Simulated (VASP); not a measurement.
# MgO (P6_3mc) in VASP: a series of runs

Runs on MgO. Level: r2SCAN. Tasks: single point.

All numbers are computed with VASP 6.6.1; they aren't measurements. Logs are shortened: lines on timing, memory, paths and dates and some standing lists are left out, and cuts for length are marked.

## Step 1: The cell of the first run

It takes space group P6_3mc (No. 186, hexagonal). The conventional cell has a = 3.252 Å, b = 3.252 Å, c = 4.898 Å, α = 90.00°, β = 90.00°, γ = 120.00°. Within 2.6 Å of Mg (site symmetry 3m) lie 4 O at 1.94 to 1.96 Å. Within 2.6 Å of O (site symmetry 3m) lie 4 Mg at 1.94 to 1.96 Å.

## Step 2: Single point, r2SCAN

Contents of POSCAR:

```
MgO
1.0
    3.2517119807      0.0000000000      0.0000000000
   -1.6258554988      2.8160656015      0.0000000000
    0.0000000000      0.0000000000      4.8984100541
Mg O
2 2
Direct
    0.3333333333      0.6666666667      0.0021600000
    0.6666666667      0.3333333333      0.5021600000
    0.3333333333      0.6666666667      0.4024400000
    0.6666666667      0.3333333333      0.9024400000
```

Contents of INCAR.step1:

```
ALGO     = Normal         # electronic algorithm
EDIFF    = 1E-4           # SCF threshold, eV
ENCUT    = 520            # plane-wave cutoff, eV
GGA      = PE             # functional
ISMEAR   = 0              # smearing method
LASPH    = T              # aspherical terms in the spheres
LCHARG   = F              # write CHGCAR
LREAL    = F              # projectors in reciprocal space
LWAVE    = T              # write WAVECAR
NBANDS   = 16             # bands
NELM     = 100            # most SCF steps
PREC     = Accurate       # precision mode
SIGMA    = 0.01           # smearing width, eV
```

Contents of INCAR.step2:

```
ALGO     = Normal         # electronic algorithm
EDIFF    = 1E-6           # SCF threshold, eV
ENCUT    = 520            # plane-wave cutoff, eV
ISIF     = 2              # what is computed and relaxed
ISMEAR   = 0              # smearing method
ISTART   = 1            
LASPH    = T              # aspherical terms in the spheres
LCHARG   = T              # write CHGCAR
LELF     = T              # ELF
LMIXTAU  = T            
LREAL    = F              # projectors in reciprocal space
LVHAR    = T            
LWAVE    = F              # write WAVECAR
METAGGA  = R2SCAN         # meta-GGA
NBANDS   = 16             # bands
NELM     = 100            # most SCF steps
PREC     = Accurate       # precision mode
SIGMA    = 0.01           # smearing width, eV
```

Contents of KPOINTS:

```
k-points
0
Gamma
  7 7 4
```

Potentials or basis: VASP PAW PBE potentials, release 64 (Mg, O).

The run is started by

```sh
$ cat potpaw_PBE.64/Mg/POTCAR potpaw_PBE.64/O/POTCAR > POTCAR
$ cp INCAR.step1 INCAR
$ mpirun -np 1 vasp_std > vasp.out
$ cp INCAR.step2 INCAR
$ mpirun -np 1 vasp_std > vasp.out
```

OUTCAR:

```text
EDIFF = 1E-6
   ENCUT = 520
   ISIF = 2
   ISMEAR = 0
   ISTART = 1
   LASPH = T
   LREAL = F
   METAGGA = R2SCAN
   NELM = 100
   PREC = Accurate

 ion  position               nearest neighbor table
   1  0.333  0.667  0.002-   4 1.94   4 1.94   4 1.94   3 1.96   2 3.09   2 3.09   2 3.09   2 3.09
                             2 3.09   2 3.09
   2  0.667  0.333  0.502-   3 1.94   3 1.94   3 1.94   4 1.96   1 3.09   1 3.09   1 3.09   1 3.09
                             1 3.09   1 3.09
   3  0.333  0.667  0.402-   2 1.94   2 1.94   2 1.94   1 1.96
   4  0.667  0.333  0.902-   1 1.94   1 1.94   1 1.94   2 1.96

  LATTYP: Found a hexagonal cell.
 ALAT       =     3.2517119807
 C/A-ratio  =     1.5064095723

  Lattice vectors:

 A1 = (   3.2517119807,   0.0000000000,   0.0000000000)
 A2 = (  -1.6258554988,   2.8160656015,   0.0000000000)
 A3 = (   0.0000000000,   0.0000000000,   4.8984100541)

Analysis of symmetry for initial positions (statically):
=====================================================================
 Subroutine PRICEL returns:
 Original cell was already a primitive cell.

 Routine SETGRP: Setting up the symmetry group for a
 hexagonal supercell.

 Subroutine GETGRP returns: Found 12 space group operations
 (whereof  6 operations were pure point group operations)
 out of a pool of 24 trial point group operations.

The static configuration has the point symmetry C_3v.
 The point group associated with its full space group is C_6v.

Analysis of symmetry for dynamics (positions and initial velocities):
=====================================================================
 Subroutine PRICEL returns:
 Original cell was already a primitive cell.

 Routine SETGRP: Setting up the symmetry group for a
 hexagonal supercell.

 Subroutine GETGRP returns: Found 12 space group operations
 (whereof  6 operations were pure point group operations)
 out of a pool of 24 trial point group operations.

The dynamic configuration has the point symmetry C_3v.
 The point group associated with its full space group is C_6v.

 Subroutine INISYM returns: Found 12 space group operations
 (whereof  6 operations are pure point group operations),
 and found     1 'primitive' translations

----------------------------------------------------------------------------------------

[... 94 lines left out ...]
   NELM   =    100;   NELMIN=  2; NELMDL=  0     # of ELM steps
   EDIFF  = 0.1E-05   stopping-criterion for ELM
   LREAL  =      F    real-space projection
   EDIFFG = 0.1E-04   stopping-criterion for IOM
   NSW    =      0    number of steps for IOM
   IBRION =     -1    ionic relax: 0-MD 1-quasi-New 2-CG
   NFREE  =      0    steps in history (QN), initial steepest desc. (CG)
   ISIF   =      2    stress and relaxation
   ISYM   =      2    0-nonsym 1-usesym 2-fastsym
   POTIM  = 0.5000    time-step for ionic-motion
   TEBEG  =    0.0;   TEEND  =   0.0 temperature during run
   PSTRESS=    0.0 pullay stress
   NELECT =      16.0000    total number of electrons
   NUPDOWN=      -1.0000    fix difference up-down
   EMIN   =  10.00;   EMAX   =-10.00  energy-range for DOS
   EFERMI =   0.00;   METHOD = LEGACY
   ISMEAR =     0;   SIGMA  =   0.01  broadening in eV -4-tet -1-fermi 0-gaus
   EFERMI_NEDOS =   21; number of points for ismear=-14 and -15
   IALGO  =     38    algorithm
   IMIX   =      4    mixing-type and parameters
     AMIX     =   0.40;   BMIX     =  1.00
     AMIX_MAG =   1.60;   BMIX_MAG =  1.00
  volume/ion in A,a.u.               =      11.21        75.67
  Fermi-wavevector in a.u.,A,eV,Ry     =   1.161034  2.194036 18.340644  1.347999
  Thomas-Fermi vector in A             =   2.297610
   LORBIT       =      0    0 simple, 1 ext, 2 COOP (PROOUT), +10 PAW based schemes
   METAGGA = R2SCAN    functional components
   LHFCALC =     F    Hartree Fock is set to
   AEXX    =    0.0000 exact exchange contribution
   IVDW    =     0    specifies the selected vdW correction
   LEPSILON=     F    determine dielectric tensor
   LRPA    =     F    only Hartree local field effects (RPA)
 non-spin polarized calculation
 Gauss-broadening in eV      SIGMA  =   0.01
  energy-cutoff  :      520.00
  volume of cell :       44.85
 maximum number of plane-waves:      1222
   NGX = 13   NGY = 13   NGZ = 19

 number of electron      16.0000011 magnetization

 Free energy of the ion-electron system (eV)
  ---------------------------------------------------
  ext. energy  EPLUGINS =         0.00000000
  ---------------------------------------------------
  free energy    TOTEN  =       -31.81673420 eV

  energy without entropy =      -31.81673420  energy(sigma->0) =      -31.81673420

 E-fermi :   1.1577     XC(G=0): -10.4382

 val. band max:        1.0210986012   @ k =   0.0000   0.0000   0.0000
 cond. band min:       5.4512700098   @ k =   0.0000   0.0000   0.0000
 fundamental gap:      4.4301714086
 Fermi energy:         1.1577037848

 k-point     1 :       0.0000    0.0000    0.0000
  band No.  band energies     occupation
      1     -16.3684      2.00000
      2     -15.4950      2.00000
      3      -2.4248      2.00000
      4       0.1838      2.00000
      5       0.1838      2.00000
      6       0.5341      2.00000
[... 433 lines left out ...]
      3      -1.8525      2.00000
      4      -1.8525      2.00000
      5      -0.9903      2.00000
      6      -0.9903      2.00000
[... 8 lines left out ...]
     15      18.1927      0.00000
     16      18.1927      0.00000

------------------------ aborting loop because EDIFF is reached ----------------------------------------

  FORCE on cell =-STRESS in cart. coord.  units (eV):
  Direction    XX          YY          ZZ          XY          YZ          ZX
  --------------------------------------------------------------------------------------
  -------------------------------------------------------------------------------------
  Total        1.7710465      1.7710470      1.5578851      0.0000003      0.0000000     -0.0000000
  in kB       63.2602007     63.2602196     55.6462666      0.0000110      0.0000000     -0.0000000
  external PRESSURE =      60.7222290 kB  Pullay stress =       0.0000000 kB

 VOLUME and BASIS-vectors are now :
 -----------------------------------------------------------------------------
  energy-cutoff  :      520.00
  volume of cell :       44.85
      direct lattice vectors                 reciprocal lattice vectors
     3.251711981  0.000000000  0.000000000     0.307530312  0.177552628  0.000000000
    -1.625855499  2.816065602  0.000000000     0.000000000  0.355105364  0.000000000
     0.000000000  0.000000000  4.898410054     0.000000000  0.000000000  0.204147874

 POSITION                                       TOTAL-FORCE (eV/Angst)
 -----------------------------------------------------------------------------------
      0.00000      1.87738      0.01058         0.000000     -0.000000     -0.023143
      1.62586      0.93869      2.45979         0.000000     -0.000000     -0.023143
      0.00000      1.87738      1.97132        -0.000000      0.000000      0.023143
      1.62586      0.93869      4.42052         0.000000     -0.000000      0.023143
 -----------------------------------------------------------------------------------
    total drift:                                0.000000      0.000001      0.021872

  FREE ENERGIE OF THE ION-ELECTRON SYSTEM (eV)
  ---------------------------------------------------
  free  energy   TOTEN  =       -31.8167341993 eV

  energy  without entropy=      -31.8167341993  energy(sigma->0) =      -31.81673420
```

OUTCAR.step1:

```text
EDIFF = 1E-4
   ENCUT = 520
   GGA = PE
   ISMEAR = 0
[... 686 lines left out ...]
      0.00000      1.87738      0.01058        -0.000000      0.000000     -0.044418
      1.62586      0.93869      2.45979         0.000000     -0.000000     -0.044418
      0.00000      1.87738      1.97132        -0.000000      0.000000      0.044418
      1.62586      0.93869      4.42052         0.000000     -0.000000      0.044418
 -----------------------------------------------------------------------------------
    total drift:                               -0.000000      0.000000     -0.004087

  FREE ENERGIE OF THE ION-ELECTRON SYSTEM (eV)
  ---------------------------------------------------
  free  energy   TOTEN  =       -23.4220939200 eV

  energy  without entropy=      -23.4220939200  energy(sigma->0) =      -23.42209392
```

OSZICAR.step1:

```text
N       E                     dE             d eps       ncg     rms          rms(c)
DAV:   1     0.612705566531E+02    0.61271E+02   -0.76332E+03   768   0.885E+02
DAV:   2    -0.240061055827E+02   -0.85277E+02   -0.78724E+02  1040   0.202E+02
DAV:   3    -0.277367620989E+02   -0.37307E+01   -0.37229E+01   872   0.433E+01
DAV:   4    -0.277510857207E+02   -0.14324E-01   -0.14323E-01   928   0.316E+00
DAV:   5    -0.277511558556E+02   -0.70135E-04   -0.70135E-04   856   0.210E-01    0.118E+01
DAV:   6    -0.234657381296E+02    0.42854E+01   -0.11901E+01   768   0.262E+01    0.369E+00
DAV:   7    -0.234279937478E+02    0.37744E-01   -0.14893E-01   776   0.308E+00    0.219E+00
DAV:   8    -0.234236335240E+02    0.43602E-02   -0.85525E-02   784   0.323E+00    0.481E-01
DAV:   9    -0.234214061660E+02    0.22274E-02   -0.29119E-03   976   0.496E-01    0.169E-01
DAV:  10    -0.234220763511E+02   -0.67019E-03   -0.14792E-03   792   0.253E-01    0.318E-02
DAV:  11    -0.234220939200E+02   -0.17569E-04   -0.12553E-05   448   0.284E-02
   1 F= -.23422094E+02 E0= -.23422094E+02  d E =-.219104E-23
```

Wall time 2.4 min (1 thread of AMD EPYC 7R13, shared host); peak memory 0.14 GiB.

Results:

```yaml
Free_energy: -31.8167 eV
Pressure: 6.1 GPa
Largest_force: 0.023 eV/Å
Band_gap_on_the_k_mesh: 4.43 eV, direct
```

Forces on the atoms (eV/Å):
```
Mg   0.000  0.000 -0.023
Mg   0.000  0.000 -0.023
O    0.000  0.000  0.023
O    0.000  0.000  0.023
```

Stress tensor (GPa, compression positive):
```
6.33 0.00 0.00
0.00 6.33 0.00
0.00 0.00 5.56
```

Caveat: the PAW data sets were made with another functional, which shifts forces and pressure a little.

## Step 3: Single point, r2SCAN

This run uses another cell than the first one, of 11.57 Å³/atom, 1.032 times its volume.

Contents of POSCAR:

```
MgO
1.0
    3.2855864183      0.0000000000      0.0000000000
   -1.6427927125      2.8454017294      0.0000000000
    0.0000000000      0.0000000000      4.9494388313
Mg O
2 2
Direct
    0.3333333333      0.6666666667      0.0021600000
    0.6666666667      0.3333333333      0.5021600000
    0.3333333333      0.6666666667      0.4024400000
    0.6666666667      0.3333333333      0.9024400000
```

Contents of INCAR.step1:

```
  PREC = Accurate
  ENCUT = 520
  ISMEAR = 0
  SIGMA = 0.01
  LREAL = False
  LASPH = True
  NELM = 60
  NBANDS = 16
  GGA = PE
  ALGO = Normal
  EDIFF = 1E-4
  LWAVE = True
  LCHARG = False
```

Contents of INCAR.step2:

```
  PREC = Accurate
  ENCUT = 520
  EDIFF = 1E-7
  ISMEAR = 0
  SIGMA = 0.01
  LREAL = False
  LASPH = True
  NELM = 60
  ALGO = Normal
  ISIF = 2
  LWAVE = False
  LCHARG = True
  METAGGA = R2SCAN
  LMIXTAU = True
  LELF = True
  LVHAR = True
  NBANDS = 16
  ISTART = 1
```

Contents of KPOINTS:

```
Automatic mesh
0
Gamma
  7 7 4
```

Potentials or basis: VASP PAW PBE potentials, release 64 (Mg, O).

The run is started by

```sh
$ cat potpaw_PBE.64/Mg/POTCAR potpaw_PBE.64/O/POTCAR > POTCAR
$ cp INCAR.step1 INCAR
$ mpirun -np 1 vasp_std > vasp.out
$ cp INCAR.step2 INCAR
$ mpirun -np 1 vasp_std > vasp.out
```

It took 2.8 min on 1 thread of AMD EPYC 7R13, shared host; peak memory 0.14 GiB.

Results (log left out):

```yaml
Free_energy: -31.8513 eV
Pressure: 1.5 GPa
Largest_force: 0.008 eV/Å
Band_gap_on_the_k_mesh: 4.25 eV, direct
```

Forces on the atoms (eV/Å):
```
Mg   0.000  0.000  0.008
Mg   0.000  0.000  0.008
O    0.000  0.000 -0.008
O    0.000  0.000 -0.008
```

Levels at points of the mesh, in eV from the valence-band top:
```csv
k point,band 4,band 5,band 6,band 7,band 8,band 9,band 10,band 11,band 12,band 13
"(0.00, 0.00, 0.00)",-0.82,-0.82,-0.47,-0.47,0.00,4.25,9.54,11.37,15.18,15.18
"(0.00, 0.00, 0.50)",-2.03,-0.65,-0.65,-0.65,-0.65,6.81,6.81,14.40,14.40,15.69
```

Caveat: the PAW data sets were made with another functional, which shifts forces and pressure a little. r2SCAN opens gaps a little over a GGA but as a rule still falls short of measured ones.
